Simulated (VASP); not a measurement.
# NaAl2O3 (P6/mmm) in VASP: notebook

Runs on NaAl2O3. Level: PBE. Tasks: single point, relaxation of cell and atoms.

Everything below comes from runs of VASP 6.6.1. Logs are shortened: lines on timing, memory, paths and dates and some standing lists are left out, and cuts for length are marked.

## Step 1: The cell of the first run

It takes space group P6/mmm (No. 191, hexagonal). The conventional cell has a = 5.905 Å, b = 5.905 Å, c = 4.027 Å, α = 90.00°, β = 90.00°, γ = 120.00°. Within 4.1 Å of Na (site symmetry 6/mmm) lie 6 O at 2.95 Å and 6 Al at 3.41 Å and 2 Na at 4.03 Å. Al (site symmetry -6m2) has 3 O at 1.70 Å within 2.3 Å. Within 2.3 Å of O (site symmetry mmm) lie 2 Al at 1.70 Å.

The cell was generated, and may not be a known phase.

## Step 2: Single point, PBE

The input, INCAR:

```
SYSTEM = NaAl2O3
PREC = Accurate
ENCUT = 520
EDIFF = 1E-6
ISMEAR = 0
SIGMA = 0.2
LREAL = .False.
LASPH = .True.
NELM = 60
ALGO = Normal
ISIF = 2
LWAVE = .False.
LCHARG = .True.
GGA = PE
LELF = .True.
LVHAR = .True.
NBANDS = 24
```

The input, KPOINTS:

```
regular mesh
0
Gamma
  4 4 5
  0 0 0
```

The input, POSCAR:

```
NaAl2O3
1.0
    5.9045712180     -0.0000000034      0.0000000000
   -2.9522856061      5.1135086749      0.0000000000
    0.0000000000      0.0000000000      4.0272004016
Na Al O
1 2 3
Direct
    0.0000000000      0.0000000000      0.5000000000
    0.3333333333      0.6666666667      0.5000000000
    0.6666666667      0.3333333333      0.5000000000
    0.5000000000      0.0000000000      0.5000000000
    0.0000000000      0.5000000000      0.5000000000
    0.5000000000      0.5000000000      0.5000000000
```

Potentials or basis: VASP PAW PBE potentials, release 64 (Na_pv, Al, O).

The run is started by

```bash
$ cat potpaw_PBE.64/Na_pv/POTCAR potpaw_PBE.64/Al/POTCAR potpaw_PBE.64/O/POTCAR > POTCAR
$ mpirun -np 1 vasp_std > vasp.out
```

OUTCAR:

```text
SYSTEM = NaAl2O3
   PREC = Accurate
   ENCUT = 520
   EDIFF = 1E-6
   ISMEAR = 0
   LREAL = .False.
   LASPH = .True.
   NELM = 60
   ISIF = 2
   GGA = PE

 ion  position               nearest neighbor table
   1  0.000  0.000  0.500-
   2  0.333  0.667  0.500-   4 1.70   5 1.70   6 1.70
   3  0.667  0.333  0.500-   4 1.70   5 1.70   6 1.70
   4  0.500  0.000  0.500-   2 1.70   3 1.70
   5  0.000  0.500  0.500-   2 1.70   3 1.70
   6  0.500  0.500  0.500-   2 1.70   3 1.70

  LATTYP: Found a hexagonal cell.
 ALAT       =     5.9045712180
 C/A-ratio  =     0.6820479003

  Lattice vectors:

 A1 = (   5.9045712180,  -0.0000000034,   0.0000000000)
 A2 = (  -2.9522856061,   5.1135086749,   0.0000000000)
 A3 = (   0.0000000000,   0.0000000000,   4.0272004016)

Analysis of symmetry for initial positions (statically):
=====================================================================
 Subroutine PRICEL returns:
 Original cell was already a primitive cell.

 Routine SETGRP: Setting up the symmetry group for a
 hexagonal supercell.

 Subroutine GETGRP returns: Found 24 space group operations
 (whereof 24 operations were pure point group operations)
 out of a pool of 24 trial point group operations.

The static configuration has the point symmetry D_6h.

Analysis of symmetry for dynamics (positions and initial velocities):
=====================================================================
 Subroutine PRICEL returns:
 Original cell was already a primitive cell.

 Routine SETGRP: Setting up the symmetry group for a
 hexagonal supercell.

 Subroutine GETGRP returns: Found 24 space group operations
 (whereof 24 operations were pure point group operations)
 out of a pool of 24 trial point group operations.

The dynamic configuration has the point symmetry D_6h.

 Subroutine INISYM returns: Found 24 space group operations
 (whereof 24 operations are pure point group operations),
 and found     1 'primitive' translations

----------------------------------------------------------------------------------------

                                     Primitive cell

  volume of cell :     121.5936

  direct lattice vectors                    reciprocal lattice vectors
     5.904571218 -0.000000003  0.000000000     0.169360308  0.097780219  0.000000000
    -2.952285606  5.113508675  0.000000000     0.000000000  0.195560439  0.000000000
     0.000000000  0.000000000  4.027200402     0.000000000  0.000000000  0.248311457

  length of vectors
     5.904571218  5.904571218  4.027200402     0.195560439  0.195560439  0.248311457

  position of ions in fractional coordinates (direct lattice)
     0.000000000  0.000000000  0.500000000
     0.333333333  0.666666667  0.500000000
     0.666666667  0.333333333  0.500000000
     0.500000000  0.000000000  0.500000000
     0.000000000  0.500000000  0.500000000
     0.500000000  0.500000000  0.500000000

  ion indices of the primitive-cell ions
   primitive index   ion index
                 1           1
                 2           2
                 3           3
                 4           4
                 5           5
                 6           6

----------------------------------------------------------------------------------------

 KPOINTS: regular mesh

Automatic generation of k-mesh.
 Grid dimensions read from file:
 generate k-points for:    4    4    5

 Generating k-lattice:

  Cartesian coordinates                     Fractional coordinates (reciprocal lattice)
     0.042340077  0.024445055  0.000000000     0.250000000  0.000000000  0.000000000
     0.000000000  0.048890110  0.000000000     0.000000000  0.250000000  0.000000000
     0.000000000  0.000000000  0.049662291     0.000000000  0.000000000  0.200000000

  Length of vectors
     0.048890110  0.048890110  0.049662291

  Shift w.r.t. Gamma in fractional coordinates (k-lattice)
     0.000000000  0.000000000  0.000000000

 Subroutine IBZKPT returns following result:
 ===========================================

 Found     12 irreducible k-points:

 Following reciprocal coordinates:
            Coordinates               Weight
  0.000000  0.000000  0.000000      1.000000
  0.250000  0.000000  0.000000      6.000000
  0.500000  0.000000  0.000000      3.000000
  0.250000  0.250000  0.000000      6.000000
  0.000000  0.000000  0.200000      2.000000
  0.250000  0.000000  0.200000     12.000000
  0.500000  0.000000  0.200000      6.000000
  0.250000  0.250000  0.200000     12.000000
  0.000000  0.000000  0.400000      2.000000
  0.250000  0.000000  0.400000     12.000000
  0.500000  0.000000  0.400000      6.000000
  0.250000  0.250000  0.400000     12.000000
   k-points           NKPTS =     12   k-points in BZ     NKDIM =     12   number of bands    NBANDS=     24
   number of dos      NEDOS =    301   number of ions     NIONS =      6
   total plane-waves  NPLWV =  69120
   dimension x,y,z NGX =    48 NGY =   48 NGZ =   30
   dimension x,y,z NGXF=    96 NGYF=   96 NGZF=   60
   ions per type =               1   2   3
   NGX,Y,Z   is equivalent  to a cutoff of  13.51, 13.51, 12.38 a.u.
   NGXF,Y,Z  is equivalent  to a cutoff of  27.03, 27.03, 24.77 a.u.
 SYSTEM =  NaAl2O3
   PREC   = accura    normal or accurate (medium, high low for compatibility)
   ISTART =      0    job   : 0-new  1-cont  2-samecut
   ICHARG =      2    charge: 1-file 2-atom 10-const
   ISPIN  =      1    spin polarized calculation?
   LNONCOLLINEAR =      F non collinear calculations
   LSORBIT =      F    spin-orbit coupling
   LASPH  =      T    aspherical Exc in radial PAW
   ENCUT  =  520.0 eV  38.22 Ry    6.18 a.u.  10.98 10.98  7.49*2*pi/ulx,y,z
   NELM   =     60;   NELMIN=  2; NELMDL= -5     # of ELM steps
   EDIFF  = 0.1E-05   stopping-criterion for ELM
   LREAL  =      F    real-space projection
   EDIFFG = 0.1E-04   stopping-criterion for IOM
   NSW    =      0    number of steps for IOM
   IBRION =     -1    ionic relax: 0-MD 1-quasi-New 2-CG
   NFREE  =      0    steps in history (QN), initial steepest desc. (CG)
   ISIF   =      2    stress and relaxation
   ISYM   =      2    0-nonsym 1-usesym 2-fastsym
   POTIM  = 0.5000    time-step for ionic-motion
   TEBEG  =    0.0;   TEEND  =   0.0 temperature during run
   PSTRESS=    0.0 pullay stress
   NELECT =      31.0000    total number of electrons
   NUPDOWN=      -1.0000    fix difference up-down
   EMIN   =  10.00;   EMAX   =-10.00  energy-range for DOS
   EFERMI =   0.00;   METHOD = LEGACY
   ISMEAR =     0;   SIGMA  =   0.20  broadening in eV -4-tet -1-fermi 0-gaus
   EFERMI_NEDOS =   21; number of points for ismear=-14 and -15
   IALGO  =     38    algorithm
   IMIX   =      4    mixing-type and parameters
     AMIX     =   0.40;   BMIX     =  1.00
     AMIX_MAG =   1.60;   BMIX_MAG =  1.00
  volume/ion in A,a.u.               =      20.27       136.76
  Fermi-wavevector in a.u.,A,eV,Ry     =   1.038067  1.961661 14.661395  1.077582
  Thomas-Fermi vector in A             =   2.172534
   LORBIT       =      0    0 simple, 1 ext, 2 COOP (PROOUT), +10 PAW based schemes
   GGA     = PE    functional components
   LHFCALC =     F    Hartree Fock is set to
   AEXX    =    0.0000 exact exchange contribution
   IVDW    =     0    specifies the selected vdW correction
   LEPSILON=     F    determine dielectric tensor
   LRPA    =     F    only Hartree local field effects (RPA)
 non-spin polarized calculation
 Gauss-broadening in eV      SIGMA  =   0.20
  energy-cutoff  :      520.00
  volume of cell :      121.59
 maximum number of plane-waves:      3295
 NGX is ok and might be reduce to    48
   NGX = 21   NGY = 21   NGZ = 15

 number of electron      30.9999994 magnetization

 Free energy of the ion-electron system (eV)
  ---------------------------------------------------
  ext. energy  EPLUGINS =         0.00000000
  ---------------------------------------------------
  free energy    TOTEN  =       -36.07448717 eV

  energy without entropy =      -36.04842244  energy(sigma->0) =      -36.06145481

 E-fermi :   3.1031     XC(G=0):  -7.5368

 val. band max:        3.0463805153   @ k =   0.2500   0.2500   0.2000
 cond. band min:       3.1793535968   @ k =   0.5000   0.0000   0.0000
 fundamental gap:      0.1329730815
 Fermi energy:         3.1030612385

 k-point     1 :       0.0000    0.0000    0.0000
  band No.  band energies     occupation
      1     -23.0279      2.00000
      2     -22.9771      2.00000
      3     -22.9771      2.00000
      4     -17.9304      2.00000
      5     -17.1992      2.00000
      6     -17.1992      2.00000
[... 16 lines left out ...]
     23       7.8272      0.00000
     24       9.7114      0.00000

 k-point     2 :       0.2500    0.0000    0.0000
  band No.  band energies     occupation
      1     -23.0279      2.00000
      2     -22.9779      2.00000
      3     -22.9773      2.00000
      4     -17.8445      2.00000
      5     -17.3026      2.00000
      6     -17.1997      2.00000
[... 16 lines left out ...]
     23       9.1692      0.00000
     24       9.4478      0.00000

 k-point     3 :       0.5000    0.0000    0.0000
  band No.  band energies     occupation
      1     -23.0279      2.00000
      2     -22.9786      2.00000
      3     -22.9775      2.00000
      4     -17.6991      2.00000
      5     -17.4648      2.00000
      6     -17.2002      2.00000
[... 16 lines left out ...]
     23      10.0316      0.00000
     24      10.5004      0.00000

 k-point     4 :       0.2500    0.2500    0.0000
  band No.  band energies     occupation
      1     -23.0279      2.00000
      2     -22.9783      2.00000
      3     -22.9778      2.00000
      4     -17.7011      2.00000
      5     -17.4606      2.00000
      6     -17.2024      2.00000
[... 16 lines left out ...]
     23       9.8982      0.00000
     24      10.3970      0.00000

 k-point     5 :       0.0000    0.0000    0.2000
  band No.  band energies     occupation
      1     -23.0305      2.00000
      2     -22.9769      2.00000
      3     -22.9769      2.00000
      4     -17.9190      2.00000
      5     -17.1925      2.00000
      6     -17.1925      2.00000
[... 16 lines left out ...]
     23       7.6723      0.00000
     24       8.2229      0.00000

 k-point     6 :       0.2500    0.0000    0.2000
  band No.  band energies     occupation
      1     -23.0305      2.00000
      2     -22.9776      2.00000
      3     -22.9771      2.00000
      4     -17.8333      2.00000
      5     -17.2952      2.00000
      6     -17.1931      2.00000
[... 16 lines left out ...]
     23       8.9722      0.00000
     24       9.0141      0.00000

 k-point     7 :       0.5000    0.0000    0.2000
  band No.  band energies     occupation
      1     -23.0305      2.00000
      2     -22.9784      2.00000
      3     -22.9773      2.00000
      4     -17.6890      2.00000
      5     -17.4563      2.00000
      6     -17.1936      2.00000
[... 16 lines left out ...]
     23       8.7676      0.00000
     24      10.1701      0.00000

 k-point     8 :       0.2500    0.2500    0.2000
  band No.  band energies     occupation
      1     -23.0305      2.00000
      2     -22.9781      2.00000
      3     -22.9776      2.00000
      4     -17.6909      2.00000
      5     -17.4522      2.00000
      6     -17.1957      2.00000
[... 16 lines left out ...]
     23       8.7404      0.00000
     24      10.0304      0.00000

 k-point     9 :       0.0000    0.0000    0.4000
  band No.  band energies     occupation
      1     -23.0347      2.00000
      2     -22.9765      2.00000
      3     -22.9765      2.00000
      4     -17.8998      2.00000
      5     -17.1820      2.00000
      6     -17.1820      2.00000
[... 16 lines left out ...]
     23       8.6749      0.00000
     24       8.6749      0.00000

 k-point    10 :       0.2500    0.0000    0.4000
  band No.  band energies     occupation
      1     -23.0347      2.00000
      2     -22.9772      2.00000
      3     -22.9767      2.00000
      4     -17.8151      2.00000
      5     -17.2834      2.00000
      6     -17.1826      2.00000
[... 16 lines left out ...]
     23       9.0891      0.00000
     24       9.1587      0.00000

 k-point    11 :       0.5000    0.0000    0.4000
  band No.  band energies     occupation
      1     -23.0347      2.00000
      2     -22.9780      2.00000
      3     -22.9769      2.00000
      4     -17.6724      2.00000
      5     -17.4423      2.00000
      6     -17.1830      2.00000
[... 16 lines left out ...]
     23       9.3533      0.00000
     24       9.4674      0.00000

 k-point    12 :       0.2500    0.2500    0.4000
  band No.  band energies     occupation
      1     -23.0347      2.00000
      2     -22.9777      2.00000
      3     -22.9772      2.00000
      4     -17.6743      2.00000
      5     -17.4382      2.00000
      6     -17.1851      2.00000
[... 16 lines left out ...]
     23       8.7153      0.00000
     24       9.8913      0.00000

------------------------ aborting loop because EDIFF is reached ----------------------------------------

  FORCE on cell =-STRESS in cart. coord.  units (eV):
  Direction    XX          YY          ZZ          XY          YZ          ZX
  --------------------------------------------------------------------------------------
  -------------------------------------------------------------------------------------
  Total       -0.0842347     -0.0842347      0.3076507      0.0000000     -0.0000000      0.0000000
  in kB       -1.1099183     -1.1099183      4.0537587      0.0000000     -0.0000000      0.0000000
  external PRESSURE =       0.6113073 kB  Pullay stress =       0.0000000 kB

 VOLUME and BASIS-vectors are now :
 -----------------------------------------------------------------------------
  energy-cutoff  :      520.00
  volume of cell :      121.59
      direct lattice vectors                 reciprocal lattice vectors
     5.904571218 -0.000000003  0.000000000     0.169360308  0.097780219  0.000000000
    -2.952285606  5.113508675  0.000000000     0.000000000  0.195560439  0.000000000
     0.000000000  0.000000000  4.027200402     0.000000000  0.000000000  0.248311457

 POSITION                                       TOTAL-FORCE (eV/Angst)
 -----------------------------------------------------------------------------------
      0.00000      0.00000      2.01360         0.000000      0.000000      0.000000
      0.00000      3.40901      2.01360        -0.000000     -0.000000      0.000000
      2.95229      1.70450      2.01360        -0.000000      0.000000     -0.000000
      2.95229     -0.00000      2.01360         0.000000      0.000000      0.000000
     -1.47614      2.55675      2.01360         0.000000      0.000000      0.000000
      1.47614      2.55675      2.01360         0.000000      0.000000      0.000000
 -----------------------------------------------------------------------------------
    total drift:                                0.000000     -0.000000     -0.000000

  FREE ENERGIE OF THE ION-ELECTRON SYSTEM (eV)
  ---------------------------------------------------
  free  energy   TOTEN  =       -36.0744871750 eV

  energy  without entropy=      -36.0484224412  energy(sigma->0) =      -36.06145481
```

It took 24 s on 1 thread of AMD EPYC 9R45 (Zen 5), shared host; peak memory 0.22 GiB.

What came out:

* Free energy: -36.0745 eV
* Pressure: 0.1 GPa
* Band gap on the k mesh: zero (an odd number of electrons rules out a gap without spin polarisation)

Caveat: an odd number of electrons without spin polarisation forces a metal; a magnetic or distorted state may lie lower.

## Step 3: Relaxation of cell and atoms, PBE

This run uses another cell than the first one, of 13.00 Å³/atom.

The input, INCAR:

```
ALGO     = Normal         # electronic algorithm
EDIFF    = 1E-6           # SCF threshold, eV
EDIFFG   = -0.08          # ionic threshold
ENCUT    = 600            # plane-wave cutoff, eV
GGA      = PE             # functional
IBRION   = 2              # ionic algorithm
ISIF     = 3              # what is computed and relaxed
ISMEAR   = 0              # smearing method
LASPH    = True           # aspherical terms in the spheres
LCHARG   = False          # write CHGCAR
LREAL    = False          # projectors in reciprocal space
LWAVE    = False          # write WAVECAR
NELM     = 100            # most SCF steps
NSW      = 36             # ionic steps
PREC     = Accurate       # precision mode
SIGMA    = 0.2            # smearing width, eV
```

The input, KPOINTS:

```
k-points
0
Gamma
  4 4 5
```

The input, POSCAR:

```
NaAl2O3
1.0
    5.0707434100      0.0000000000      0.0000000000
   -2.5353717000      4.3913926100      0.0000000000
    0.0000000000      0.0000000000      3.5021852600
Na Al O
1 2 3
Direct
    0.0000000000      0.0000000000      0.5000000000
    0.3333333300      0.6666666700      0.5000000000
    0.6666666700      0.3333333300      0.5000000000
    0.5000000000      0.0000000000      0.5000000000
    0.0000000000      0.5000000000      0.5000000000
    0.5000000000      0.5000000000      0.5000000000
```

Potentials or basis: VASP PAW PBE potentials, release 64 (Na_pv, Al, O).

The run is started by

```bash
$ cat potpaw_PBE.64/Na_pv/POTCAR potpaw_PBE.64/Al/POTCAR potpaw_PBE.64/O/POTCAR > POTCAR
$ mpirun -np 1 vasp_std > vasp.out
```

Run time: 1.8 min. Hardware: 1 thread of AMD EPYC 9R45 (Zen 5), shared host; peak memory 0.18 GiB.

Results (log left out):

```yaml
Free_energy: -36.0145 eV
Relaxed_volume: 20.03 Å³/atom
Relaxed_cell: a = 5.892 Å, b = 5.892 Å, c = 3.996 Å, α = 90.00°, β = 90.00°, γ = 120.00°
Space_group_after_relaxing_to_0.1_Å: P6/mmm (No. 191)
Energy_gained_by_relaxing: 1355.6 meV/atom
Ionic_steps: 12
Pressure_after_relaxing: 0.0 GPa
Band_gap_on_the_k_mesh: zero (an odd number of electrons rules out a gap without spin polarisation)
```

The path:
```
step  energy change (eV)  largest force (eV/Å)  pressure (GPa)  volume (Å³)
   1              0.0000                0.0000           84.88        77.99
   2              2.7858                0.0000          -24.83       176.66
   3             -7.7860                0.0000           -5.84       113.67
   4             -7.9653                0.0000           -2.03       109.59
   5             -8.0027                0.0000            1.17       106.71
   6             -8.0016                0.0000            0.44       107.34
   7             -8.0319                0.0000            0.26       108.94
   8             -8.0963                0.0000           -0.22       113.74
   9             -8.1264                0.0000           -0.99       123.31
  10             -8.1301                0.0000           -0.81       120.89
  11             -8.0918                0.0000            3.07       117.50
  12             -8.1334                0.0000            0.00       120.15
```

Final structure:
```xyz
6
Lattice="5.8922 0.0000 0.0000 -2.9461 5.1028 0.0000 0.0000 0.0000 3.9962" Properties=species:S:1:pos:R:3 pbc="T T T"
Na    0.0000    0.0000    1.9981
Al    0.0000    3.4019    1.9981
Al    2.9461    1.7009    1.9981
O     2.9461    0.0000    1.9981
O    -1.4730    2.5514    1.9981
O     1.4730    2.5514    1.9981
```

Levels at points of the mesh, in eV from the Fermi level:
```tsv
k point	band 13	band 14	band 15	band 16	band 17	band 18	band 19
(0.00, 0.00, 0.00)	-4.83	-4.83	-4.19	-2.09	1.71	2.66	4.09
(0.50, 0.00, 0.00)	-5.18	-4.84	-4.77	-0.46	0.07	1.82	3.40
```

Caveat: the volume moved by over 15 % at a fixed basis, so the end points are rough; an odd number of electrons without spin polarisation forces a metal; a magnetic or distorted state may lie lower.

The gap in the log of VASP goes by the Fermi energy; the results here count the filled bands.